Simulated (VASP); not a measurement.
# Ta (Pm-3m) in VASP: a series of runs

Runs on Ta. Level: revPBE. Tasks: single point.

All numbers are computed with VASP 6.6.1; they aren't measurements. Logs are shortened: lines on timing, memory, paths and dates and some standing lists are left out, and cuts for length are marked.

**1. The cell of the first run**

Symmetry: Pm-3m, No. 221, cubic system. The conventional cell has a = 2.640 Å, b = 2.640 Å, c = 2.640 Å, α = 90.00°, β = 90.00°, γ = 90.00°. Within 3.5 Å of Ta (site symmetry m-3m) lie 6 Ta at 2.64 Å.

**2. Single point, revPBE (volume scaled by 0.88)**

The input, INCAR:

```
ALGO = Normal ; EDIFF = 1E-7
ENCUT = 520 ; GGA = RE
ISIF = 2 ; ISMEAR = -1
LASPH = T ; LCHARG = T
LELF = T ; LREAL = F
LVHAR = T ; LWAVE = F
NBANDS = 12 ; NELM = 60
PREC = Accurate ; SIGMA = 0.1
```

The input, KPOINTS:

```
k-points
0
Gamma
  13 13 13
```

The input, POSCAR:

```
Ta
1.0
    2.6402098368      0.0000000000      0.0000000000
    0.0000000000      2.6402098368      0.0000000000
    0.0000000000      0.0000000000      2.6402098368
Ta
1
Direct
    0.0000000000      0.0000000000      0.0000000000
```

Potentials or basis: VASP PAW PBE potentials, release 64 (Ta_pv).

Started as:

```
cat potpaw_PBE.64/Ta_pv/POTCAR > POTCAR
mpirun -np 1 vasp_std > vasp.out
```

OUTCAR:

```text
EDIFF = 1E-7
   ENCUT = 520
   GGA = RE
   ISIF = 2
   ISMEAR = -1
   LASPH = T
   LREAL = F
   NELM = 60
   PREC = Accurate

 ion  position               nearest neighbor table
   1  0.000  0.000  0.000-

  LATTYP: Found a simple cubic cell.
 ALAT       =     2.6402098368

  Lattice vectors:

 A1 = (   2.6402098368,   0.0000000000,   0.0000000000)
 A2 = (   0.0000000000,   2.6402098368,   0.0000000000)
 A3 = (   0.0000000000,   0.0000000000,   2.6402098368)

Analysis of symmetry for initial positions (statically):
=====================================================================
 Subroutine PRICEL returns:
 Original cell was already a primitive cell.

 Routine SETGRP: Setting up the symmetry group for a
 simple cubic supercell.

 Subroutine GETGRP returns: Found 48 space group operations
 (whereof 48 operations were pure point group operations)
 out of a pool of 48 trial point group operations.

The static configuration has the point symmetry O_h .

Analysis of symmetry for dynamics (positions and initial velocities):
=====================================================================
 Subroutine PRICEL returns:
 Original cell was already a primitive cell.

 Routine SETGRP: Setting up the symmetry group for a
 simple cubic supercell.

 Subroutine GETGRP returns: Found 48 space group operations
 (whereof 48 operations were pure point group operations)
 out of a pool of 48 trial point group operations.

The dynamic configuration has the point symmetry O_h .

 Subroutine INISYM returns: Found 48 space group operations
 (whereof 48 operations are pure point group operations),
 and found     1 'primitive' translations

----------------------------------------------------------------------------------------

                                     Primitive cell

  volume of cell :      18.4041

  direct lattice vectors                    reciprocal lattice vectors
     2.640209837  0.000000000  0.000000000     0.378757774  0.000000000  0.000000000
     0.000000000  2.640209837  0.000000000     0.000000000  0.378757774  0.000000000
     0.000000000  0.000000000  2.640209837     0.000000000  0.000000000  0.378757774

  length of vectors
     2.640209837  2.640209837  2.640209837     0.378757774  0.378757774  0.378757774

  position of ions in fractional coordinates (direct lattice)
     0.000000000  0.000000000  0.000000000

  ion indices of the primitive-cell ions
   primitive index   ion index
                 1           1

----------------------------------------------------------------------------------------

 KPOINTS: k-points

Automatic generation of k-mesh.
 Grid dimensions read from file:
 generate k-points for:   13   13   13

 Generating k-lattice:

  Cartesian coordinates                     Fractional coordinates (reciprocal lattice)
     0.029135213  0.000000000  0.000000000     0.076923077  0.000000000  0.000000000
     0.000000000  0.029135213  0.000000000     0.000000000  0.076923077  0.000000000
     0.000000000  0.000000000  0.029135213     0.000000000  0.000000000  0.076923077

  Length of vectors
     0.029135213  0.029135213  0.029135213

  Shift w.r.t. Gamma in fractional coordinates (k-lattice)
     0.000000000  0.000000000  0.000000000

 Subroutine IBZKPT returns following result:
 ===========================================

 Found     84 irreducible k-points:

 Following reciprocal coordinates:
            Coordinates               Weight
  0.000000  0.000000  0.000000      1.000000
  0.076923  0.000000  0.000000      6.000000
  0.153846  0.000000  0.000000      6.000000
  0.230769  0.000000  0.000000      6.000000
  0.307692  0.000000  0.000000      6.000000
  0.384615  0.000000  0.000000      6.000000
[... 16 lines left out ...]
  0.307692  0.307692  0.000000     12.000000
  0.384615  0.307692  0.000000     24.000000
 [... further k-points ...]
   k-points           NKPTS =     84   k-points in BZ     NKDIM =     84   number of bands    NBANDS=     12
   number of dos      NEDOS =    301   number of ions     NIONS =      1
   total plane-waves  NPLWV =   8000
   dimension x,y,z NGX =    20 NGY =   20 NGZ =   20
   dimension x,y,z NGXF=    40 NGYF=   40 NGZF=   40
   ions per type =               1
   NGX,Y,Z   is equivalent  to a cutoff of  12.59, 12.59, 12.59 a.u.
   NGXF,Y,Z  is equivalent  to a cutoff of  25.19, 25.19, 25.19 a.u.
 SYSTEM =  unknown system
   PREC   = accura    normal or accurate (medium, high low for compatibility)
   ISTART =      0    job   : 0-new  1-cont  2-samecut
   ICHARG =      2    charge: 1-file 2-atom 10-const
   ISPIN  =      1    spin polarized calculation?
   LNONCOLLINEAR =      F non collinear calculations
   LSORBIT =      F    spin-orbit coupling
   LASPH  =      T    aspherical Exc in radial PAW
   ENCUT  =  520.0 eV  38.22 Ry    6.18 a.u.   4.91  4.91  4.91*2*pi/ulx,y,z
   NELM   =     60;   NELMIN=  2; NELMDL= -5     # of ELM steps
   EDIFF  = 0.1E-06   stopping-criterion for ELM
   LREAL  =      F    real-space projection
   EDIFFG = 0.1E-05   stopping-criterion for IOM
   NSW    =      0    number of steps for IOM
   IBRION =     -1    ionic relax: 0-MD 1-quasi-New 2-CG
   NFREE  =      0    steps in history (QN), initial steepest desc. (CG)
   ISIF   =      2    stress and relaxation
   ISYM   =      2    0-nonsym 1-usesym 2-fastsym
   POTIM  = 0.5000    time-step for ionic-motion
   TEBEG  =    0.0;   TEEND  =   0.0 temperature during run
   PSTRESS=    0.0 pullay stress
   NELECT =      11.0000    total number of electrons
   NUPDOWN=      -1.0000    fix difference up-down
   EMIN   =  10.00;   EMAX   =-10.00  energy-range for DOS
   EFERMI =   0.00;   METHOD = LEGACY
   ISMEAR =    -1;   SIGMA  =   0.10  broadening in eV -4-tet -1-fermi 0-gaus
   EFERMI_NEDOS =   21; number of points for ismear=-14 and -15
   IALGO  =     38    algorithm
   IMIX   =      4    mixing-type and parameters
     AMIX     =   0.40;   BMIX     =  1.00
     AMIX_MAG =   1.60;   BMIX_MAG =  1.00
  volume/ion in A,a.u.               =      18.40       124.20
  Fermi-wavevector in a.u.,A,eV,Ry     =   1.379010  2.605950 25.873756  1.901667
  Thomas-Fermi vector in A             =   2.504019
   LORBIT       =      0    0 simple, 1 ext, 2 COOP (PROOUT), +10 PAW based schemes
   GGA     = RE    functional components
   LHFCALC =     F    Hartree Fock is set to
   AEXX    =    0.0000 exact exchange contribution
   IVDW    =     0    specifies the selected vdW correction
   LEPSILON=     F    determine dielectric tensor
   LRPA    =     F    only Hartree local field effects (RPA)
 non-spin polarized calculation
  energy-cutoff  :      520.00
  volume of cell :       18.40
 maximum number of plane-waves:       509
 NGX is ok and might be reduce to    20
   NGX =  9   NGY =  9   NGZ =  9

 number of electron      10.9999996 magnetization

 Free energy of the ion-electron system (eV)
  ---------------------------------------------------
  ext. energy  EPLUGINS =         0.00000000
  ---------------------------------------------------
  free energy    TOTEN  =       -10.15838077 eV

  energy without entropy =      -10.13193925  energy(sigma->0) =      -10.14516001

 E-fermi :   5.4335     XC(G=0): -12.3536

 val. band max:        5.4083284584   @ k =   0.4615   0.4615   0.1538
 cond. band min:       5.4687213278   @ k =   0.3077   0.2308   0.2308
 fundamental gap:      0.0603928695
 Fermi energy:         5.4334813939

 k-point     1 :       0.0000    0.0000    0.0000
  band No.  band energies     occupation
      1     -27.6705      2.00000
      2     -27.6705      2.00000
      3     -27.6705      2.00000
      4      -2.2562      2.00000
      5       2.3796      2.00000
      6       2.3796      2.00000
      7      12.4174      0.00000
      8      12.4174      0.00000
      9      12.4174      0.00000
     10      20.1249      0.00000
     11      21.0605      0.00000
     12      21.0605      0.00000

 k-point     2 :       0.0769    0.0000    0.0000
  band No.  band energies     occupation
      1     -27.7749      2.00000
      2     -27.6618      2.00000
      3     -27.6618      2.00000
      4      -2.0535      2.00000
      5       2.4354      2.00000
      6       2.6019      2.00000
      7      12.0198      0.00000
      8      12.0198      0.00000
      9      12.4439      0.00000
     10      20.0098      0.00000
     11      20.1538      0.00000
     12      21.5417      0.00000

 k-point     3 :       0.1538    0.0000    0.0000
  band No.  band energies     occupation
      1     -28.0569      2.00000
      2     -27.6377      2.00000
      3     -27.6377      2.00000
      4      -1.5036      2.00000
      5       2.5940      2.00000
      6       3.2454      2.00000
      7      11.0876      0.00000
      8      11.0877      0.00000
      9      12.5180      0.00000
     10      18.1979      0.00000
     11      20.1299      0.00000
     12      22.7066      0.00000
[... 286 lines left out ...]
 k-point    23 :       0.3077    0.3077    0.0000
  band No.  band energies     occupation
      1     -28.7010      2.00000
      2     -28.6543      2.00000
      3     -27.4672      2.00000
      4       1.7817      2.00000
      5       3.4354      2.00000
      6       7.3528      0.00000
      7       7.9117      0.00000
      8       9.4615      0.00000
      9       9.8902      0.00000
     10      17.3315      0.00000
     11      19.5272      0.00000
     12      20.1514      0.00000

 k-point    24 :       0.3846    0.3077    0.0000
  band No.  band energies     occupation
      1     -28.9744      2.00000
      2     -28.6340      2.00000
      3     -27.4378      2.00000
      4       1.9124      2.00000
      5       3.2888      2.00000
      6       7.6490      0.00000
      7       8.9951      0.00000
      8       9.2667      0.00000
      9       9.8779      0.00000
     10      16.6955      0.00000
     11      20.0521      0.00000
     12      20.3148      0.00000

 [... further k-points ...]

------------------------ aborting loop because EDIFF is reached ----------------------------------------

  FORCE on cell =-STRESS in cart. coord.  units (eV):
  Direction    XX          YY          ZZ          XY          YZ          ZX
  --------------------------------------------------------------------------------------
  -------------------------------------------------------------------------------------
  Total        2.6289976      2.6289976      2.6289976     -0.0000000      0.0000000     -0.0000000
  in kB      228.8681905    228.8681905    228.8681905     -0.0000000      0.0000000     -0.0000000
  external PRESSURE =     228.8681905 kB  Pullay stress =       0.0000000 kB

 VOLUME and BASIS-vectors are now :
 -----------------------------------------------------------------------------
  energy-cutoff  :      520.00
  volume of cell :       18.40
      direct lattice vectors                 reciprocal lattice vectors
     2.640209837  0.000000000  0.000000000     0.378757774  0.000000000  0.000000000
     0.000000000  2.640209837  0.000000000     0.000000000  0.378757774  0.000000000
     0.000000000  0.000000000  2.640209837     0.000000000  0.000000000  0.378757774

 POSITION                                       TOTAL-FORCE (eV/Angst)
 -----------------------------------------------------------------------------------
      0.00000      0.00000      0.00000         0.000000      0.000000      0.000000
 -----------------------------------------------------------------------------------
    total drift:                               -0.000000      0.000000      0.000000

  FREE ENERGIE OF THE ION-ELECTRON SYSTEM (eV)
  ---------------------------------------------------
  free  energy   TOTEN  =       -10.1583807738 eV

  energy  without entropy=      -10.1319392500  energy(sigma->0) =      -10.14516001
```

It took 15 s on 1 thread of Intel Xeon Platinum 8259CL at 2.50GHz (Skylake/Cascade Lake), shared host; peak memory 0.13 GiB.

Results:

- Free energy: -10.1584 eV
- Pressure: 22.9 GPa

Caveat: the PAW data sets were made with another functional, which shifts forces and pressure a little; spin-orbit coupling is left out, which moves the levels of the heavy elements.

**3. Single point, revPBE (volume scaled by 0.92)**

The input, INCAR:

```
SYSTEM = Ta
ALGO     = Normal         ! electronic algorithm
EDIFF    = 1E-7           ! SCF threshold, eV
ENCUT    = 520            ! plane-wave cutoff, eV
GGA      = RE             ! functional
ISIF     = 2              ! what is computed and relaxed
ISMEAR   = -1             ! smearing method
LASPH    = .TRUE.         ! aspherical terms in the spheres
LCHARG   = .FALSE.        ! write CHGCAR
LREAL    = .FALSE.        ! projectors in reciprocal space
LWAVE    = .FALSE.        ! write WAVECAR
NBANDS   = 12             ! bands
NELM     = 60             ! most SCF steps
PREC     = Accurate       ! precision mode
SIGMA    = 0.1            ! smearing width, eV
```

The input, KPOINTS:

```
k-points
0
G
  13 13 13
  0 0 0
```

The input, POSCAR:

```
Ta
1.0
    2.6796217643      0.0000000000      0.0000000000
    0.0000000000      2.6796217643      0.0000000000
    0.0000000000      0.0000000000      2.6796217643
Ta
1
Direct
    0.0000000000      0.0000000000      0.0000000000
```

Potentials or basis: VASP PAW PBE potentials, release 64 (Ta_pv).

Started as:

```
cat potpaw_PBE.64/Ta_pv/POTCAR > POTCAR
mpirun -np 1 vasp_std > vasp.out
```

Wall time 13 s (1 thread of Intel Xeon Platinum 8259CL at 2.50GHz (Skylake/Cascade Lake), shared host); peak memory 0.13 GiB.

Results (log left out):

```yaml
Free_energy: -10.2533 eV
Pressure: 13.7 GPa
```

Levels at points of the mesh, in eV from the Fermi level:
```
           k point  band 3  band 4  band 5  band 6  band 7  band 8  band 9  band 10
(0.00, 0.00, 0.00)  -33.24   -7.52   -2.87   -2.87    6.64    6.64    6.64    14.58
```

Caveat: the PAW data sets were made with another functional, which shifts forces and pressure a little; spin-orbit coupling is left out, which moves the levels of the heavy elements.

**4. Single point, revPBE (volume scaled by 0.96)**

The input, INCAR:

```
SYSTEM = Ta
  PREC = Accurate
  ENCUT = 520
  EDIFF = 1E-6
  ISMEAR = -1
  SIGMA = 0.1
  LREAL = .FALSE.
  LASPH = .TRUE.
  NELM = 100
  ALGO = Normal
  ISIF = 2
  LWAVE = .FALSE.
  LCHARG = .FALSE.
  GGA = RE
  NBANDS = 12
```

The input, KPOINTS:

```
Automatic mesh
0
G
  13 13 13
  0 0 0
```

The input, POSCAR:

```
Ta
1.0
    2.7179072478      0.0000000000      0.0000000000
    0.0000000000      2.7179072478      0.0000000000
    0.0000000000      0.0000000000      2.7179072478
Ta
1
Direct
    0.0000000000      0.0000000000      0.0000000000
```

Started as:

```
cat potpaw_PBE.64/Ta_pv/POTCAR > POTCAR
mpirun -np 1 vasp_std > vasp.out
```

Run time: 11 s. Hardware: 1 thread of Intel Xeon Platinum 8259CL at 2.50GHz (Skylake/Cascade Lake), shared host; peak memory 0.13 GiB.

The run converged. Its results:

| Property | Result |
| --- | --- |
| Free energy | -10.3049 eV |
| Pressure | 6.2 GPa |

Levels at points of the mesh, in eV from the Fermi level:
```csv
k point,band 4,band 5,band 6,band 7,band 8,band 9
"(0.00, 0.00, 0.00)",-7.36,-2.70,-2.70,6.32,6.32,6.32
```

Caveat: the PAW data sets were made with another functional, which shifts forces and pressure a little; spin-orbit coupling is left out, which moves the levels of the heavy elements.

**5. Summary**

```tsv
cell	gap on the mesh (eV)	pressure (GPa)
a = 2.640 Å, 1 atom	none	22.9
a = 2.680 Å, 1 atom	none	13.7
a = 2.718 Å, 1 atom	none	6.2
```

Alike in all rows: task single point; level revPBE; potentials or basis VASP PAW PBE potentials, release 64 (Ta_pv); no spin polarisation; k mesh 13 × 13 × 13; cutoff (eV) 520; smearing fermi-dirac 0.1 eV.

Caveats: the PAW data sets were made with another functional, which shifts forces and pressure a little; spin-orbit coupling is left out, which moves the levels of the heavy elements.

Absolute energies hang on the potentials; compare differences alone.
